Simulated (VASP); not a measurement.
Write the native input for VASP 6.6.1 that does the following.

- Task: electric field gradients
- Functional: LDA
- Potentials or basis: VASP PAW LDA potentials, release 64 (B, As)
- Cutoff: 520 eV
- k mesh: 15 × 15 × 15
- Occupations: fermi-dirac, width 0.03 eV
- Spin: no spin polarisation
- Dipole correction: no
- Further INCAR settings: ALGO = Normal; EDIFF = 1e-08; NBANDS = 11

The structure of BAs lies in POSCAR:

```
BAs
1.0
    0.0000000000      2.3805116460      2.3805116460
    2.3805116460      0.0000000000      2.3805116460
    2.3805116460      2.3805116460      0.0000000000
B As
1 1
Direct
    0.0000000000      0.0000000000      0.0000000000
    0.7500000000      0.7500000000      0.7500000000
```

This cell differs from its parent crystal: volume scaled by 0.99.

These files were run (other wordings do the same):

INCAR

```
SYSTEM = BAs
PREC = Accurate
ENCUT = 520
EDIFF = 1E-8
ISMEAR = -1
SIGMA = 0.03
LREAL = .FALSE.
LASPH = .TRUE.
NELM = 80
ALGO = Normal
ISIF = 2
LWAVE = .FALSE.
LCHARG = .FALSE.
LEFG = .TRUE.
NBANDS = 11
```

KPOINTS

```
regular mesh
0
G
  15 15 15
  0 0 0
```

Potentials or basis: VASP PAW LDA potentials, release 64 (B, As).

Run with:

```bash
$ cat potpaw_LDA.64/B/POTCAR potpaw_LDA.64/As/POTCAR > POTCAR
$ mpirun -np 1 vasp_std > vasp.out
```

Results of the run:

```yaml
Pressure: -1.7 GPa
Band_gap_on_the_k_mesh: 1.11 eV, indirect (least direct gap 3.26 eV)
```

Caveat: without QUAD_EFG the Cq values of the log hold for a quadrupole moment of 1 mb, not for the nuclei.

It took 16 s on 1 thread of Intel(R) Xeon(R) 6975P-C (Granite Rapids), with other jobs on the host, peak memory 0.16 GiB.
